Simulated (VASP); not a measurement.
Write the native input for VASP 6.6.1 that does the following.

```
Task                   : single point
Functional             : PBE
Potentials or basis    : VASP PAW PBE potentials, release 64 (Hf_pv, O)
Cutoff                 : 520 eV
k mesh                 : 7 × 7 × 11
Occupations            : fermi-dirac, width 0.1 eV
Spin                   : no spin polarisation
Dipole correction      : no
Further INCAR settings : ALGO = Normal; EDIFF = 1e-06; NBANDS = 31
```

The structure of HfO2 (rutile type) lies in POSCAR:

```
HfO2
1.0
    4.7625600270      0.0000000000      0.0000000000
    0.0000000000      4.7625600270      0.0000000000
    0.0000000000      0.0000000000      3.1957835571
Hf O
2 4
Direct
    0.0000000000      0.0000000000      0.0000000000
    0.5000000000      0.5000000000      0.5000000000
    0.3045274734      0.3045274734      0.0000000000
    0.6954725266      0.6954725266      0.0000000000
    0.8045274734      0.1954725266      0.5000000000
    0.1954725266      0.8045274734      0.5000000000
```

These files were run (other wordings do the same):

INCAR

```
  PREC = Accurate
  ENCUT = 520
  EDIFF = 1E-6
  ISMEAR = -1
  SIGMA = 0.1
  LREAL = F
  LASPH = T
  NELM = 100
  ALGO = Normal
  ISIF = 2
  LWAVE = F
  LCHARG = F
  GGA = PE
  NBANDS = 31
```

KPOINTS

```
regular mesh
0
Gamma
  7 7 11
```

Potentials or basis: VASP PAW PBE potentials, release 64 (Hf_pv, O).

Command:

```console
$ cat potpaw_PBE.64/Hf_pv/POTCAR potpaw_PBE.64/O/POTCAR > POTCAR
$ mpirun -np 1 vasp_std > vasp.out
```

It gave:

* Pressure: 11.4 GPa
* Largest force: 0.047 eV/Å
* Band gap on the k mesh: 4.05 eV

Caveat: the cell stands under pressure; spin-orbit coupling is left out, which moves the levels of the heavy elements; an odd mesh through Γ misses points on the zone boundary, where band edges can lie.

It took 39 s on 1 thread of Intel(R) Xeon(R) 6975P-C (Granite Rapids) (shared host), peak memory 0.25 GiB.
